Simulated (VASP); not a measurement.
# In3Se (Pm-3m) in VASP: a series of runs

The runs below take In3Se through relaxation of cell and atoms, with PBE+D3(BJ), PBE+D4.

All numbers are computed with VASP 6.6.1; they aren't measurements. Logs are shortened: lines on timing, memory, paths and dates and some standing lists are left out, and cuts for length are marked.

## Step 1: The cell of the first run

Symmetry: Pm-3m, No. 221, cubic system. The conventional cell has a = 4.804 Å, b = 4.804 Å, c = 4.804 Å, α = 90.00°, β = 90.00°, γ = 90.00°. Within 4.5 Å of In (site symmetry 4/mmm) lie 8 In at 3.40 Å and 4 Se at 3.40 Å. Within 4.5 Å of Se (site symmetry m-3m) lie 12 In at 3.40 Å.

## Step 2: Relaxation of cell and atoms, PBE+D3(BJ)

Input file INCAR:

```
  PREC = Accurate
  ENCUT = 600
  EDIFF = 1E-6
  ISMEAR = 0
  SIGMA = 0.1
  LREAL = F
  LASPH = T
  NELM = 80
  ALGO = Normal
  ISIF = 3
  LWAVE = F
  LCHARG = F
  GGA = PE
  IVDW = 12
  IBRION = 2
  NSW = 80
  EDIFFG = -0.01
```

Input file KPOINTS:

```
regular mesh
0
Gamma
  10 10 10
```

Input file POSCAR:

```
In3Se
1.0
    4.8037580000      0.0000000000      0.0000000000
    0.0000000000      4.8037580000      0.0000000000
    0.0000000000      0.0000000000      4.8037580000
In Se
3 1
Direct
    0.0000000000      0.5000000000      0.5000000000
    0.5000000000      0.0000000000      0.5000000000
    0.5000000000      0.5000000000      0.0000000000
    0.0000000000      0.0000000000      0.0000000000
```

Potentials or basis: VASP PAW PBE potentials, release 64 (In_d, Se).

Run with:

```sh
$ cat potpaw_PBE.64/In_d/POTCAR potpaw_PBE.64/Se/POTCAR > POTCAR
$ mpirun -np 1 vasp_std > vasp.out
```

OUTCAR:

```text
PREC = Accurate
   ENCUT = 600
   EDIFF = 1E-6
   ISMEAR = 0
   LREAL = F
   LASPH = T
   NELM = 80
   ISIF = 3
   GGA = PE
   IVDW = 12
   IBRION = 2
   NSW = 80
   EDIFFG = -0.01
 IVDW          = 12

 ion  position               nearest neighbor table
   1  0.000  0.500  0.500-   2 3.40   3 3.40   4 3.40   3 3.40   4 3.40   2 3.40   4 3.40   4 3.40
                             2 3.40   3 3.40   3 3.40   2 3.40
   2  0.500  0.000  0.500-   1 3.40   3 3.40   4 3.40   3 3.40   4 3.40   1 3.40   3 3.40   3 3.40
                             1 3.40   4 3.40   4 3.40   1 3.40
   3  0.500  0.500  0.000-   1 3.40   2 3.40   4 3.40   1 3.40   2 3.40   2 3.40   4 3.40   2 3.40
                             1 3.40   4 3.40   1 3.40   4 3.40
   4  0.000  0.000  0.000-   1 3.40   2 3.40   3 3.40   1 3.40   2 3.40   1 3.40   3 3.40   1 3.40
                             2 3.40   3 3.40   2 3.40   3 3.40

  LATTYP: Found a simple cubic cell.
 ALAT       =     4.8037580000

  Lattice vectors:

 A1 = (   4.8037580000,   0.0000000000,   0.0000000000)
 A2 = (   0.0000000000,   4.8037580000,   0.0000000000)
 A3 = (   0.0000000000,   0.0000000000,   4.8037580000)

Analysis of symmetry for initial positions (statically):
=====================================================================
 Subroutine PRICEL returns:
 Original cell was already a primitive cell.

 Routine SETGRP: Setting up the symmetry group for a
 simple cubic supercell.

 Subroutine GETGRP returns: Found 48 space group operations
 (whereof 48 operations were pure point group operations)
 out of a pool of 48 trial point group operations.

The static configuration has the point symmetry O_h .

Analysis of symmetry for dynamics (positions and initial velocities):
=====================================================================
 Subroutine PRICEL returns:
 Original cell was already a primitive cell.

 Routine SETGRP: Setting up the symmetry group for a
 simple cubic supercell.

 Subroutine GETGRP returns: Found 48 space group operations
 (whereof 48 operations were pure point group operations)
 out of a pool of 48 trial point group operations.

The dynamic configuration has the point symmetry O_h .

 Subroutine INISYM returns: Found 48 space group operations
 (whereof 48 operations are pure point group operations),
 and found     1 'primitive' translations

----------------------------------------------------------------------------------------

                                     Primitive cell

  volume of cell :     110.8520

  direct lattice vectors                    reciprocal lattice vectors
     4.803758000  0.000000000  0.000000000     0.208170353  0.000000000  0.000000000
     0.000000000  4.803758000  0.000000000     0.000000000  0.208170353  0.000000000
     0.000000000  0.000000000  4.803758000     0.000000000  0.000000000  0.208170353

  length of vectors
     4.803758000  4.803758000  4.803758000     0.208170353  0.208170353  0.208170353

  position of ions in fractional coordinates (direct lattice)
     0.000000000  0.500000000  0.500000000
     0.500000000  0.000000000  0.500000000
     0.500000000  0.500000000  0.000000000
     0.000000000  0.000000000  0.000000000

  ion indices of the primitive-cell ions
   primitive index   ion index
                 1           1
                 2           2
                 3           3
                 4           4

----------------------------------------------------------------------------------------

 KPOINTS: regular mesh

Automatic generation of k-mesh.
 Grid dimensions read from file:
 generate k-points for:   10   10   10

 Generating k-lattice:

  Cartesian coordinates                     Fractional coordinates (reciprocal lattice)
     0.020817035  0.000000000  0.000000000     0.100000000  0.000000000  0.000000000
     0.000000000  0.020817035  0.000000000     0.000000000  0.100000000  0.000000000
     0.000000000  0.000000000  0.020817035     0.000000000  0.000000000  0.100000000

  Length of vectors
     0.020817035  0.020817035  0.020817035

  Shift w.r.t. Gamma in fractional coordinates (k-lattice)
     0.000000000  0.000000000  0.000000000

 Subroutine IBZKPT returns following result:
 ===========================================

 Found     56 irreducible k-points:

 Following reciprocal coordinates:
            Coordinates               Weight
  0.000000  0.000000  0.000000      1.000000
  0.100000  0.000000  0.000000      6.000000
  0.200000  0.000000  0.000000      6.000000
  0.300000  0.000000  0.000000      6.000000
  0.400000  0.000000  0.000000      6.000000
  0.500000  0.000000  0.000000      3.000000
[... 16 lines left out ...]
  0.200000  0.100000  0.100000     24.000000
  0.300000  0.100000  0.100000     24.000000
 [... further k-points ...]
   k-points           NKPTS =     56   k-points in BZ     NKDIM =     56   number of bands    NBANDS=     27
   number of dos      NEDOS =    301   number of ions     NIONS =      4
   total plane-waves  NPLWV =  64000
   dimension x,y,z NGX =    40 NGY =   40 NGZ =   40
   dimension x,y,z NGXF=    80 NGYF=   80 NGZF=   80
   ions per type =               3   1
   NGX,Y,Z   is equivalent  to a cutoff of  13.84, 13.84, 13.84 a.u.
   NGXF,Y,Z  is equivalent  to a cutoff of  27.69, 27.69, 27.69 a.u.
 SYSTEM =  unknown system
   PREC   = accura    normal or accurate (medium, high low for compatibility)
   ISTART =      0    job   : 0-new  1-cont  2-samecut
   ICHARG =      2    charge: 1-file 2-atom 10-const
   ISPIN  =      1    spin polarized calculation?
   LNONCOLLINEAR =      F non collinear calculations
   LSORBIT =      F    spin-orbit coupling
   LASPH  =      T    aspherical Exc in radial PAW
   ENCUT  =  600.0 eV  44.10 Ry    6.64 a.u.   9.59  9.59  9.59*2*pi/ulx,y,z
   NELM   =     80;   NELMIN=  2; NELMDL= -5     # of ELM steps
   EDIFF  = 0.1E-05   stopping-criterion for ELM
   LREAL  =      F    real-space projection
   EDIFFG = -.1E-01   stopping-criterion for IOM
   NSW    =     80    number of steps for IOM
   IBRION =      2    ionic relax: 0-MD 1-quasi-New 2-CG
   NFREE  =      1    steps in history (QN), initial steepest desc. (CG)
   ISIF   =      3    stress and relaxation
   ISYM   =      2    0-nonsym 1-usesym 2-fastsym
   POTIM  = 0.5000    time-step for ionic-motion
   TEBEG  =    0.0;   TEEND  =   0.0 temperature during run
   PSTRESS=    0.0 pullay stress
   NELECT =      45.0000    total number of electrons
   NUPDOWN=      -1.0000    fix difference up-down
   EMIN   =  10.00;   EMAX   =-10.00  energy-range for DOS
   EFERMI =   0.00;   METHOD = LEGACY
   ISMEAR =     0;   SIGMA  =   0.10  broadening in eV -4-tet -1-fermi 0-gaus
   EFERMI_NEDOS =   21; number of points for ismear=-14 and -15
   IALGO  =     38    algorithm
   IMIX   =      4    mixing-type and parameters
     AMIX     =   0.40;   BMIX     =  1.00
     AMIX_MAG =   1.60;   BMIX_MAG =  1.00
  volume/ion in A,a.u.               =      27.71       187.02
  Fermi-wavevector in a.u.,A,eV,Ry     =   1.212173  2.290675 19.991897  1.469363
  Thomas-Fermi vector in A             =   2.347665
   LORBIT       =      0    0 simple, 1 ext, 2 COOP (PROOUT), +10 PAW based schemes
   GGA     = PE    functional components
   LHFCALC =     F    Hartree Fock is set to
   AEXX    =    0.0000 exact exchange contribution
   IVDW    =    12    specifies the selected vdW correction
   LEPSILON=     F    determine dielectric tensor
   LRPA    =     F    only Hartree local field effects (RPA)
 conjugate gradient relaxation of ions
 non-spin polarized calculation
 Gauss-broadening in eV      SIGMA  =   0.10
  energy-cutoff  :      600.00
  volume of cell :      110.85
 maximum number of plane-waves:      3751
 NGX is ok and might be reduce to    40
   NGX = 19   NGY = 19   NGZ = 19

--------------------------------------- Ionic step        1  -------------------------------------------

 number of electron      44.9999999 magnetization

 Free energy of the ion-electron system (eV)
  ---------------------------------------------------
  ext. energy  EPLUGINS =         0.00000000
  ---------------------------------------------------
  free energy    TOTEN  =       -11.68413232 eV

  energy without entropy =      -11.67459400  energy(sigma->0) =      -11.67936316

------------------------ aborting loop because EDIFF is reached ----------------------------------------

 Edisp (eV)   -1.27411

 E8    (eV) :    -0.6095

  FORCE on cell =-STRESS in cart. coord.  units (eV):
  Direction    XX          YY          ZZ          XY          YZ          ZX
  --------------------------------------------------------------------------------------
  -------------------------------------------------------------------------------------
  Total      -1.48181    -1.48181    -1.48181     0.00000    -0.00000     0.00000
  in kB     -21.41705   -21.41705   -21.41705     0.00000    -0.00000     0.00000
  external pressure =      -21.42 kB  Pullay stress =        0.00 kB

 VOLUME and BASIS-vectors are now :
 -----------------------------------------------------------------------------
  energy-cutoff  :      600.00
  volume of cell :      110.85
      direct lattice vectors                 reciprocal lattice vectors
     4.803758000  0.000000000  0.000000000     0.208170353  0.000000000  0.000000000
     0.000000000  4.803758000  0.000000000     0.000000000  0.208170353  0.000000000
     0.000000000  0.000000000  4.803758000     0.000000000  0.000000000  0.208170353

 POSITION                                       TOTAL-FORCE (eV/Angst)
 -----------------------------------------------------------------------------------
      0.00000      2.40188      2.40188         0.000000      0.000000      0.000000
      2.40188      0.00000      2.40188         0.000000      0.000000      0.000000
      2.40188      2.40188      0.00000         0.000000      0.000000      0.000000
      0.00000      0.00000      0.00000         0.000000      0.000000      0.000000
 -----------------------------------------------------------------------------------
    total drift:                               -0.000000     -0.000000     -0.000000

  FREE ENERGIE OF THE ION-ELECTRON SYSTEM (eV)
  ---------------------------------------------------
  free  energy   TOTEN  =       -12.9582399478 eV

  energy  without entropy=      -12.9487016273  energy(sigma->0) =      -12.95347079

--------------------------------------- Ionic step        2  -------------------------------------------

 number of electron      45.0000012 magnetization

 E-fermi :   6.4966     XC(G=0):  -9.9918

 val. band max:        6.4804407281   @ k =   0.5000   0.4000   0.0000
 cond. band min:       6.5091049977   @ k =   0.4000   0.3000   0.1000
 fundamental gap:      0.0286642696
 Fermi energy:         6.4965956699

 k-point     1 :       0.0000    0.0000    0.0000
  band No.  band energies     occupation
      1      -8.3319      2.00000
      2      -8.3156      2.00000
      3      -8.3156      2.00000
      4      -8.3156      2.00000
      5      -8.1808      2.00000
      6      -8.1808      2.00000
[... 19 lines left out ...]
     26      10.8510      0.00000
     27      10.8510      0.00000
[... 716 lines left out ...]
 POSITION                                       TOTAL-FORCE (eV/Angst)
 -----------------------------------------------------------------------------------
      0.00000      2.35895      2.35895        -0.000000      0.000000      0.000000
      2.35895     -0.00000      2.35895         0.000000      0.000000      0.000000
      2.35895      2.35895      0.00000        -0.000000     -0.000000      0.000000
      0.00000      0.00000      0.00000        -0.000000     -0.000000      0.000000
 -----------------------------------------------------------------------------------
    total drift:                               -0.000000     -0.000000     -0.000000

  FREE ENERGIE OF THE ION-ELECTRON SYSTEM (eV)
  ---------------------------------------------------
  free  energy   TOTEN  =       -13.0056200010 eV

  energy  without entropy=      -12.9962413327  energy(sigma->0) =      -13.00093067

--------------------------------------- Ionic step        3  -------------------------------------------

 number of electron      45.0000013 magnetization

 Free energy of the ion-electron system (eV)
  ---------------------------------------------------
  ext. energy  EPLUGINS =         0.00000000
  ---------------------------------------------------
  free energy    TOTEN  =       -11.64975686 eV

  energy without entropy =      -11.64036685  energy(sigma->0) =      -11.64506186

 E-fermi :   6.5906     XC(G=0): -10.0326

 val. band max:        6.5814773709   @ k =   0.5000   0.4000   0.0000
 cond. band min:       6.6049107615   @ k =   0.4000   0.3000   0.1000
 fundamental gap:      0.0234333905
 Fermi energy:         6.5905548555

 k-point     1 :       0.0000    0.0000    0.0000
  band No.  band energies     occupation
      1      -8.2494      2.00000
      2      -8.2304      2.00000
      3      -8.2304      2.00000
      4      -8.2304      2.00000
      5      -8.0930      2.00000
      6      -8.0930      2.00000
[... 19 lines left out ...]
     26      10.9663      0.00000
     27      10.9663      0.00000
[... 716 lines left out ...]
 POSITION                                       TOTAL-FORCE (eV/Angst)
 -----------------------------------------------------------------------------------
      0.00000      2.35213      2.35213        -0.000000      0.000000      0.000000
      2.35213     -0.00000      2.35213         0.000000      0.000000      0.000000
      2.35213      2.35213      0.00000        -0.000000     -0.000000      0.000000
      0.00000      0.00000      0.00000         0.000000     -0.000000      0.000000
 -----------------------------------------------------------------------------------
    total drift:                               -0.000000     -0.000000     -0.000000

  FREE ENERGIE OF THE ION-ELECTRON SYSTEM (eV)
  ---------------------------------------------------
  free  energy   TOTEN  =       -13.0066812403 eV

  energy  without entropy=      -12.9972912279  energy(sigma->0) =      -13.00198623

 reached required accuracy - stopping structural energy minimisation
```

It took 5.9 min on 1 thread of Intel Xeon 6975P-C, shared host; peak memory 0.38 GiB.

What came out:

```yaml
Free_energy: -13.0067 eV
Relaxed_volume: 26.03 Å³/atom
Relaxed_cell: a = 4.704 Å, b = 4.704 Å, c = 4.704 Å, α = 90.00°, β = 90.00°, γ = 90.00°
Space_group_after_relaxing_to_0.05_Å: Pm-3m (No. 221)
Energy_gained_by_relaxing: 12.1 meV/atom
Ionic_steps: 3
Pressure_after_relaxing: 0.0 GPa
Dispersion_energy_per_atom: -0.339 eV
```

The path:
```tsv
step	energy change (eV)	largest force (eV/Å)	pressure (GPa)	volume (Å³)
1	0.0000	0.0000	-2.14	110.85
2	-0.0474	0.0000	-0.35	105.01
3	-0.0484	0.0000	-0.02	104.11
```

Final structure:
```xyz
4
Lattice="4.7043 0.0000 0.0000 0.0000 4.7043 0.0000 0.0000 0.0000 4.7043" Properties=species:S:1:pos:R:3 pbc="T T T"
In    0.0000    2.3521    2.3521
In    2.3521    0.0000    2.3521
In    2.3521    2.3521    0.0000
Se    0.0000    0.0000    0.0000
```

Caveat: spin-orbit coupling is left out, which moves the levels of the heavy elements; pairwise dispersion overbinds metals, which lowers pressure and volume.

(Part 1 of 2 ends here.)
